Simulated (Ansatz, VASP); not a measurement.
**Pb: VASP beside Ansatz**

```xyz
1
Lattice="0.0000 2.4375 2.4375 2.4375 0.0000 2.4375 2.4375 2.4375 0.0000" Properties=species:S:1:pos:R:3 pbc="T T T"
Pb    0.0000    0.0000    0.0000
```

Alike in both runs: task single point; functional LDA; k mesh 11 × 11 × 11; occupations gaussian, width 0.01 eV; no spin polarisation.

```csv
,VASP,Ansatz
version,VASP 6.6.1,Ansatz 0.2.0
potentials or method,"VASP PAW LDA potentials, release 64 (Pb_d), cutoff 520 eV","plane waves (420 eV) with PAW, scalar-relativistic"
valence electrons in the cell,14,14
```

|  | VASP | Ansatz | Ansatz less VASP |
| --- | --- | --- | --- |
| pressure (GPa) | 0.1 | 0.1 | -0.03 |

Ansatz warns that its potentials were made for another functional, while VASP's fit it. LDA's correlation is that of Perdew and Zunger in VASP and of Perdew and Wang (1992) in Ansatz.

Neither program's run includes spin-orbit coupling.
